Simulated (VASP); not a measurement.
Write the native input for VASP 6.6.1 that does the following.

```yaml
Task: relaxation of cell and atoms
Functional: r2SCAN
Potentials_or_basis: VASP PAW PBE potentials, release 64 (Al, Cu)
Cutoff: 600 eV
k_mesh: 16 × 16 × 16
Occupations: gaussian, width 0.1 eV
Spin: no spin polarisation
Target_pressure: 90 GPa
Dipole_correction: no
Further_INCAR_settings: ALGO = Normal; EDIFF = 1e-07; IBRION = 2; EDIFFG = -0.008; NSW = 70; ISIF = 3
```

Crystal: Al2Cu.

```xyz
3
Lattice="-1.8064 1.8064 2.5547 1.8064 -1.8064 2.5547 1.8064 1.8064 -2.5547" Properties=species:S:1:pos:R:3 pbc="T T T"
Al    0.0000    1.8064    1.2773
Al    1.8064    0.0000    1.2773
Cu    0.0000    0.0000    2.5547
```

The input as run:

POSCAR

```
Al2Cu
1.0
   -1.8064133877      1.8064133877      2.5546543122
    1.8064133877     -1.8064133877      2.5546543122
    1.8064133877      1.8064133877     -2.5546543122
Al Cu
2 1
Direct
    0.7500000000      0.2500000000      0.5000000000
    0.2500000000      0.7500000000      0.5000000000
    0.5000000000      0.5000000000      0.0000000000
```

INCAR.step1

```
  PREC = Accurate
  ENCUT = 600
  ISMEAR = 0
  SIGMA = 0.1
  LREAL = F
  LASPH = T
  NELM = 60
  GGA = PE
  ALGO = Normal
  EDIFF = 1E-4
  LWAVE = T
  LCHARG = F
```

INCAR.step2

```
  PREC = Accurate
  ENCUT = 600
  EDIFF = 1E-7
  ISMEAR = 0
  SIGMA = 0.1
  LREAL = F
  LASPH = T
  NELM = 60
  ALGO = Normal
  ISIF = 3
  LWAVE = F
  LCHARG = F
  METAGGA = R2SCAN
  LMIXTAU = T
  IBRION = 2
  NSW = 70
  EDIFFG = -0.008
  PSTRESS = 900.0
  ISTART = 1
```

KPOINTS

```
regular mesh
0
Gamma
  16 16 16
```

Potentials or basis: VASP PAW PBE potentials, release 64 (Al, Cu).

Command:

```console
$ cat potpaw_PBE.64/Al/POTCAR potpaw_PBE.64/Cu/POTCAR > POTCAR
$ cp INCAR.step1 INCAR
$ mpirun -np 1 vasp_std > vasp.out
$ cp INCAR.step2 INCAR
$ mpirun -np 1 vasp_std > vasp.out
```

It gave:

```
Relaxed volume                                             : 10.74 Å³/atom
Relaxed cell                                               : a = 3.572 Å, b = 3.572 Å, c = 3.572 Å, α = 120.00°, β = 120.00°, γ = 90.00°
Space group after relaxing (to 0.1 Å)                      : Fm-3m (No. 225)
Energy change on relaxing (the run minimises the enthalpy) : +193.4 meV/atom
Ionic steps                                                : 4
Pressure after relaxing                                    : 90.0 GPa
Band gap on the k mesh                                     : zero (an odd number of electrons rules out a gap without spin polarisation)
```

Caveat: the cell is relaxed towards a set pressure, so the run minimises the enthalpy, not the energy; the PAW data sets were made with another functional, which shifts forces and pressure a little.

Wall time 21 min on 1 thread of Oxide Virtual Turin-like Processor, with other jobs on the host, peak memory 0.22 GiB.
